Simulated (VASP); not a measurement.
# W (Fd-3m) in VASP: a series of runs

W is run at these levels: PBE; tasks: relaxation of cell and atoms.

Everything below comes from runs of VASP 6.6.1. Logs are shortened: lines on timing, memory, paths and dates and some standing lists are left out, and cuts for length are marked.

**1. The cell of the first run**

It takes space group Fd-3m (No. 227, cubic). The conventional cell has a = 4.712 Å, b = 4.712 Å, c = 4.712 Å, α = 90.00°, β = 90.00°, γ = 90.00°. W (site symmetry -43m) has 4 W at 2.04 Å within 2.7 Å.

This isn't the form of W at room conditions, which is bcc.

**2. Relaxation of cell and atoms, PBE, target pressure 190 GPa, at which the enthalpy is minimised**

Input file INCAR:

```
SYSTEM = W
ALGO = Normal
EDIFF = 1E-6
EDIFFG = -0.005
ENCUT = 600
GGA = PE
IBRION = 2
ISIF = 3
ISMEAR = -1
LASPH = .True.
LCHARG = .False.
LREAL = .False.
LWAVE = .False.
NELM = 100
NSW = 60
PREC = Accurate
PSTRESS = 1900.0
SIGMA = 0.1
```

Input file KPOINTS:

```
k-points
0
Gamma
  14 14 14
  0 0 0
```

Input file POSCAR:

```
W
1.0
    0.0000000000      2.3561867987      2.3561867987
    2.3561867987      0.0000000000      2.3561867987
    2.3561867987      2.3561867987      0.0000000000
W
2
Direct
   -0.1250000000     -0.1250000000     -0.1250000000
    0.1250000000      0.1250000000      0.1250000000
```

Potentials or basis: VASP PAW PBE potentials, release 64 (W_sv).

Started as:

```console
cat potpaw_PBE.64/W_sv/POTCAR > POTCAR
mpirun -np 1 vasp_std > vasp.out
```

OUTCAR:

```text
SYSTEM = W
   EDIFF = 1E-6
   EDIFFG = -0.005
   ENCUT = 600
   GGA = PE
   IBRION = 2
   ISIF = 3
   ISMEAR = -1
   LASPH = .True.
   LREAL = .False.
   NELM = 100
   NSW = 60
   PREC = Accurate
   PSTRESS = 1900.0

 ion  position               nearest neighbor table
   1  0.875  0.875  0.875-   2 2.04   2 2.04   2 2.04   2 2.04
   2  0.125  0.125  0.125-   1 2.04   1 2.04   1 2.04   1 2.04

  LATTYP: Found a face centered cubic cell.
 ALAT       =     4.7123735974

  Lattice vectors:

 A1 = (   0.0000000000,   2.3561867987,   2.3561867987)
 A2 = (   2.3561867987,   0.0000000000,   2.3561867987)
 A3 = (   2.3561867987,   2.3561867987,   0.0000000000)

Analysis of symmetry for initial positions (statically):
=====================================================================
 Subroutine PRICEL returns:
 Original cell was already a primitive cell.

 Routine SETGRP: Setting up the symmetry group for a
 face centered cubic supercell.

 Subroutine GETGRP returns: Found 48 space group operations
 (whereof 12 operations were pure point group operations)
 out of a pool of 48 trial point group operations.

The static configuration has the point symmetry D_3d.
 The point group associated with its full space group is O_h .

Analysis of symmetry for dynamics (positions and initial velocities):
=====================================================================
 Subroutine PRICEL returns:
 Original cell was already a primitive cell.

 Routine SETGRP: Setting up the symmetry group for a
 face centered cubic supercell.

 Subroutine GETGRP returns: Found 48 space group operations
 (whereof 12 operations were pure point group operations)
 out of a pool of 48 trial point group operations.

The dynamic configuration has the point symmetry D_3d.
 The point group associated with its full space group is O_h .

 Subroutine INISYM returns: Found 48 space group operations
 (whereof 12 operations are pure point group operations),
 and found     1 'primitive' translations

----------------------------------------------------------------------------------------

                                     Primitive cell

  volume of cell :      26.1613

  direct lattice vectors                    reciprocal lattice vectors
     0.000000000  2.356186799  2.356186799    -0.212207284  0.212207284  0.212207284
     2.356186799  0.000000000  2.356186799     0.212207284 -0.212207284  0.212207284
     2.356186799  2.356186799  0.000000000     0.212207284  0.212207284 -0.212207284

  length of vectors
     3.332151326  3.332151326  3.332151326     0.367553797  0.367553797  0.367553797

  position of ions in fractional coordinates (direct lattice)
     0.875000000  0.875000000  0.875000000
     0.125000000  0.125000000  0.125000000

  ion indices of the primitive-cell ions
   primitive index   ion index
                 1           1
                 2           2

----------------------------------------------------------------------------------------

 KPOINTS: k-points

Automatic generation of k-mesh.
 Grid dimensions read from file:
 generate k-points for:   14   14   14

 Generating k-lattice:

  Cartesian coordinates                     Fractional coordinates (reciprocal lattice)
    -0.015157663  0.015157663  0.015157663     0.071428571  0.000000000  0.000000000
     0.015157663 -0.015157663  0.015157663     0.000000000  0.071428571  0.000000000
     0.015157663  0.015157663 -0.015157663     0.000000000  0.000000000  0.071428571

  Length of vectors
     0.026253843  0.026253843  0.026253843

  Shift w.r.t. Gamma in fractional coordinates (k-lattice)
     0.000000000  0.000000000  0.000000000

 Subroutine IBZKPT returns following result:
 ===========================================

 Found    104 irreducible k-points:

 Following reciprocal coordinates:
            Coordinates               Weight
  0.000000  0.000000  0.000000      1.000000
  0.071429  0.000000  0.000000      8.000000
  0.142857  0.000000  0.000000      8.000000
  0.214286  0.000000  0.000000      8.000000
  0.285714  0.000000  0.000000      8.000000
  0.357143  0.000000  0.000000      8.000000
[... 16 lines left out ...]
  0.214286  0.142857  0.000000     24.000000
  0.285714  0.142857  0.000000     24.000000
 [... further k-points ...]
   k-points           NKPTS =    104   k-points in BZ     NKDIM =    104   number of bands    NBANDS=     18
   number of dos      NEDOS =    301   number of ions     NIONS =      2
   total plane-waves  NPLWV =  21952
   dimension x,y,z NGX =    28 NGY =   28 NGZ =   28
   dimension x,y,z NGXF=    56 NGYF=   56 NGZF=   56
   ions per type =               2
   NGX,Y,Z   is equivalent  to a cutoff of  13.97, 13.97, 13.97 a.u.
   NGXF,Y,Z  is equivalent  to a cutoff of  27.94, 27.94, 27.94 a.u.
 SYSTEM =  W
   PREC   = accura    normal or accurate (medium, high low for compatibility)
   ISTART =      0    job   : 0-new  1-cont  2-samecut
   ICHARG =      2    charge: 1-file 2-atom 10-const
   ISPIN  =      1    spin polarized calculation?
   LNONCOLLINEAR =      F non collinear calculations
   LSORBIT =      F    spin-orbit coupling
   LASPH  =      T    aspherical Exc in radial PAW
   ENCUT  =  600.0 eV  44.10 Ry    6.64 a.u.   6.66  6.66  6.66*2*pi/ulx,y,z
   NELM   =    100;   NELMIN=  2; NELMDL= -5     # of ELM steps
   EDIFF  = 0.1E-05   stopping-criterion for ELM
   LREAL  =      F    real-space projection
   EDIFFG = -.5E-02   stopping-criterion for IOM
   NSW    =     60    number of steps for IOM
   IBRION =      2    ionic relax: 0-MD 1-quasi-New 2-CG
   NFREE  =      1    steps in history (QN), initial steepest desc. (CG)
   ISIF   =      3    stress and relaxation
   ISYM   =      2    0-nonsym 1-usesym 2-fastsym
   POTIM  = 0.5000    time-step for ionic-motion
   TEBEG  =    0.0;   TEEND  =   0.0 temperature during run
   PSTRESS= 1900.0 pullay stress
   NELECT =      28.0000    total number of electrons
   NUPDOWN=      -1.0000    fix difference up-down
   EMIN   =  10.00;   EMAX   =-10.00  energy-range for DOS
   EFERMI =   0.00;   METHOD = LEGACY
   ISMEAR =    -1;   SIGMA  =   0.10  broadening in eV -4-tet -1-fermi 0-gaus
   EFERMI_NEDOS =   21; number of points for ismear=-14 and -15
   IALGO  =     38    algorithm
   IMIX   =      4    mixing-type and parameters
     AMIX     =   0.40;   BMIX     =  1.00
     AMIX_MAG =   1.60;   BMIX_MAG =  1.00
  volume/ion in A,a.u.               =      13.08        88.27
  Fermi-wavevector in a.u.,A,eV,Ry     =   1.674587  3.164511 38.154037  2.804243
  Thomas-Fermi vector in A             =   2.759356
   LORBIT       =      0    0 simple, 1 ext, 2 COOP (PROOUT), +10 PAW based schemes
   GGA     = PE    functional components
   LHFCALC =     F    Hartree Fock is set to
   AEXX    =    0.0000 exact exchange contribution
   IVDW    =     0    specifies the selected vdW correction
   LEPSILON=     F    determine dielectric tensor
   LRPA    =     F    only Hartree local field effects (RPA)
 conjugate gradient relaxation of ions
 non-spin polarized calculation
  energy-cutoff  :      600.00
  volume of cell :       26.16
 maximum number of plane-waves:       893
   NGX = 13   NGY = 13   NGZ = 13

--------------------------------------- Ionic step        1  -------------------------------------------

 number of electron      28.0000003 magnetization

 Free energy of the ion-electron system (eV)
  ---------------------------------------------------
  ext. energy  EPLUGINS =         0.00000000
  ---------------------------------------------------
  free energy    TOTEN  =        -8.44814885 eV

  energy without entropy =       -8.41008940  energy(sigma->0) =       -8.42911912

------------------------ aborting loop because EDIFF is reached ----------------------------------------

  FORCE on cell =-STRESS in cart. coord.  units (eV):
  Direction    XX          YY          ZZ          XY          YZ          ZX
  --------------------------------------------------------------------------------------
  -------------------------------------------------------------------------------------
  Total       47.1070055     47.1070055     47.1070055     -0.0000000     -0.0000000      0.0000000
  in kB     2884.9409576   2884.9409576   2884.9409576     -0.0000000     -0.0000000      0.0000000
  external PRESSURE =     984.9409576 kB  Pullay stress =    1900.0000000 kB

 VOLUME and BASIS-vectors are now :
 -----------------------------------------------------------------------------
  energy-cutoff  :      600.00
  volume of cell :       26.16
      direct lattice vectors                 reciprocal lattice vectors
     0.000000000  2.356186799  2.356186799    -0.212207284  0.212207284  0.212207284
     2.356186799  0.000000000  2.356186799     0.212207284 -0.212207284  0.212207284
     2.356186799  2.356186799  0.000000000     0.212207284  0.212207284 -0.212207284
[... 8 lines left out ...]
  FREE ENERGIE OF THE ION-ELECTRON SYSTEM (eV)
  ---------------------------------------------------
  free  energy   TOTEN  =        -8.4481488473 eV

  energy  without entropy=       -8.4100893971  energy(sigma->0) =       -8.42911912

  enthalpy is  TOTEN    =        22.5761638729 eV   P V=       31.0243127202

--------------------------------------- Ionic step        2  -------------------------------------------

 number of electron      28.0000000 magnetization

 E-fermi :   2.4763     XC(G=0):  -9.1745

 val. band max:        2.4761908038   @ k =  -0.4286   0.1429   0.0714
 cond. band min:       2.4775930562   @ k =  -0.3571   0.4286   0.1429
 fundamental gap:      0.0014022524
 Fermi energy:         2.4762558469

 k-point     1 :       0.0000    0.0000    0.0000
  band No.  band energies     occupation
      1     -71.1717      2.00000
      2     -71.0974      2.00000
      3     -35.4264      2.00000
      4     -35.4264      2.00000
      5     -35.4264      2.00000
      6     -35.1009      2.00000
[... 10 lines left out ...]
     17       3.5906      0.00003
     18       5.8255      0.00000
[... 588 lines left out ...]
  FREE ENERGIE OF THE ION-ELECTRON SYSTEM (eV)
  ---------------------------------------------------
  free  energy   TOTEN  =       -13.1390942491 eV

  energy  without entropy=      -13.1005272279  energy(sigma->0) =      -13.11981074

  enthalpy is  TOTEN    =        21.7036738640 eV   P V=       34.8427681131

--------------------------------------- Ionic step        5  -------------------------------------------

 number of electron      28.0000003 magnetization

 Free energy of the ion-electron system (eV)
  ---------------------------------------------------
  ext. energy  EPLUGINS =         0.00000000
  ---------------------------------------------------
  free energy    TOTEN  =       -12.94082876 eV

  energy without entropy =      -12.90249247  energy(sigma->0) =      -12.92166061

 E-fermi :  11.9790     XC(G=0): -13.5892

 val. band max:       11.9651443217   @ k =  -0.2857   0.4286   0.2143
 cond. band min:      11.9791528958   @ k =  -0.1429   0.2143   0.0714
 fundamental gap:      0.0140085741
 Fermi energy:        11.9790170413

 k-point     1 :       0.0000    0.0000    0.0000
  band No.  band energies     occupation
      1     -62.1717      2.00000
      2     -60.1656      2.00000
      3     -27.5826      2.00000
      4     -27.5826      2.00000
      5     -27.5826      2.00000
      6     -24.3868      2.00000
[... 10 lines left out ...]
     17      14.3924      0.00000
     18      21.0611      0.00000
[... 505 lines left out ...]
 POSITION                                       TOTAL-FORCE (eV/Angst)
 -----------------------------------------------------------------------------------
      4.27775      4.27775      4.27775         0.000000      0.000000      0.000000
      0.61111      0.61111      0.61111        -0.000000     -0.000000     -0.000000
 -----------------------------------------------------------------------------------
    total drift:                                0.000000     -0.000000     -0.000000

  FREE ENERGIE OF THE ION-ELECTRON SYSTEM (eV)
  ---------------------------------------------------
  free  energy   TOTEN  =       -12.9408287573 eV

  energy  without entropy=      -12.9024924719  energy(sigma->0) =      -12.92166061

  enthalpy is  TOTEN    =        21.7014104610 eV   P V=       34.6422392183

 reached required accuracy - stopping structural energy minimisation
```

Run time: 7.3 min. Hardware: 1 thread of AMD EPYC 7R13, shared host; peak memory 0.17 GiB.

Results:

```yaml
Free_energy: -12.9408 eV
Relaxed_volume: 14.61 Å³/atom
Relaxed_cell: a = 3.457 Å, b = 3.457 Å, c = 3.457 Å, α = 60.00°, β = 60.00°, γ = 60.00°
Space_group_after_relaxing_to_0.1_Å: Fd-3m (No. 227)
Energy_change_on_relaxing_the_run_minimises_the_enthalpy: -2246.3 meV/atom
Ionic_steps: 5
Pressure_after_relaxing: 190.0 GPa
Band_gap_on_the_k_mesh: zero (bands 14 and 15 overlap by 1.17 eV)
```

The path:
| step | energy change (eV) | largest force (eV/Å) | pressure (GPa) | volume (Å³) |
| --- | --- | --- | --- | --- |
| 1 | 0.0000 | 0.0000 | 288.49 | 26.16 |
| 2 | -10.4131 | 0.0000 | -21.12 | 69.95 |
| 3 | -6.8908 | 0.0000 | 137.70 | 31.58 |
| 4 | -4.6909 | 0.0000 | 185.70 | 29.38 |
| 5 | -4.4927 | 0.0000 | 190.05 | 29.21 |

Final structure:
```cif
data_structure
_symmetry_space_group_name_H-M 'P 1'
_symmetry_Int_Tables_number 1
_cell_length_a 3.4569
_cell_length_b 3.4569
_cell_length_c 3.4569
_cell_angle_alpha 60.000
_cell_angle_beta 60.000
_cell_angle_gamma 60.000
_cell_volume 29.21
loop_
_atom_site_label
_atom_site_type_symbol
_atom_site_fract_x
_atom_site_fract_y
_atom_site_fract_z
_atom_site_occupancy
W1 W 0.87500 0.87500 0.87500 1
W2 W 0.12500 0.12500 0.12500 1
```

Levels at points of the mesh, in eV from the Fermi level:
```
           k point  band 11  band 12  band 13  band 14  band 15  band 16  band 17  band 18
(0.00, 0.00, 0.00)    -4.93    -2.06    -2.06    -2.06     2.41     2.41     2.41     9.08
(0.50, 0.00, 0.00)    -4.42    -4.30    -3.09    -3.09     0.73     4.67     4.67     6.68
(0.50, 0.50, 0.00)    -3.05    -3.05     0.21     0.21     0.32     0.32     7.34     7.34
```

Caveat: the cell is relaxed towards a set pressure, so the run minimises the enthalpy, not the energy; spin-orbit coupling is left out, which moves the levels of the heavy elements.

**3. Relaxation of cell and atoms, PBE, target pressure 190 GPa, at which the enthalpy is minimised**

This run uses another cell than the first one, of 14.38 Å³/atom.

Input file INCAR:

```
SYSTEM = W
PREC     = Accurate       ! precision mode
ENCUT    = 600            ! plane-wave cutoff, eV
EDIFF    = 1E-6           ! SCF threshold, eV
ISMEAR   = -1             ! smearing method
SIGMA    = 0.1            ! smearing width, eV
LREAL    = .FALSE.        ! projectors in reciprocal space
LASPH    = .TRUE.         ! aspherical terms in the spheres
NELM     = 60             ! most SCF steps
ALGO     = Normal         ! electronic algorithm
ISIF     = 3              ! what is computed and relaxed
LWAVE    = .FALSE.        ! write WAVECAR
LCHARG   = .FALSE.        ! write CHGCAR
GGA      = PE             ! functional
IBRION   = 2              ! ionic algorithm
NSW      = 32             ! ionic steps
EDIFFG   = -0.005         ! ionic threshold
PSTRESS  = 1900.0
```

Input file KPOINTS:

```
Automatic mesh
0
G
  14 14 14
  0 0 0
```

Input file POSCAR:

```
W
1.0
    0.0000000000      2.4317772154      2.4317772154
    2.4317772154      0.0000000000      2.4317772154
    2.4317772154      2.4317772154      0.0000000000
W
2
Direct
   -0.1250000000     -0.1250000000     -0.1250000000
    0.1250000000      0.1250000000      0.1250000000
```

Potentials or basis: VASP PAW PBE potentials, release 64 (W_sv).

Started as:

```console
cat potpaw_PBE.64/W_sv/POTCAR > POTCAR
mpirun -np 1 vasp_std > vasp.out
```

Run time: 3.8 min. Hardware: 1 thread of AMD EPYC 7R13, shared host; peak memory 0.17 GiB.

Results (log left out):

```
Free energy                                                : -12.9469 eV
Relaxed volume                                             : 14.61 Å³/atom
Relaxed cell                                               : a = 3.457 Å, b = 3.457 Å, c = 3.457 Å, α = 60.00°, β = 60.00°, γ = 60.00°
Space group after relaxing (to 0.1 Å)                      : Fd-3m (No. 227)
Energy change on relaxing (the run minimises the enthalpy) : -278.6 meV/atom
Ionic steps                                                : 4
Pressure after relaxing                                    : 190.0 GPa
Band gap on the k mesh                                     : zero (bands 14 and 15 overlap by 1.17 eV)
```

The path:
```
step  energy change (eV)  largest force (eV/Å)  pressure (GPa)  volume (Å³)
   1              0.0000                0.0000          202.20        28.76
   2             -4.4468                0.0000          104.89        33.56
   3             -0.6014                0.0000          189.02        29.25
   4             -0.5572                0.0000          190.03        29.22
```

Final structure:
```yaml
crystal:
  lattice:
    - [0.00000, 2.44455, 2.44455]
    - [2.44455, 0.00000, 2.44455]
    - [2.44455, 2.44455, 0.00000]
  atoms:
    - { symbol: W, position: [0.87500, 0.87500, 0.87500] }
    - { symbol: W, position: [0.12500, 0.12500, 0.12500] }
```

Levels at points of the mesh, in eV from the Fermi level:
| k point | band 11 | band 12 | band 13 | band 14 | band 15 | band 16 | band 17 | band 18 |
| --- | --- | --- | --- | --- | --- | --- | --- | --- |
| (0.00, 0.00, 0.00) | -4.93 | -2.06 | -2.06 | -2.06 | 2.41 | 2.41 | 2.41 | 9.08 |
| (0.50, 0.00, 0.00) | -4.42 | -4.30 | -3.09 | -3.09 | 0.73 | 4.67 | 4.67 | 6.68 |
| (0.50, 0.50, 0.00) | -3.05 | -3.05 | 0.21 | 0.21 | 0.32 | 0.32 | 7.34 | 7.34 |

Caveat: the cell is relaxed towards a set pressure, so the run minimises the enthalpy, not the energy; spin-orbit coupling is left out, which moves the levels of the heavy elements.
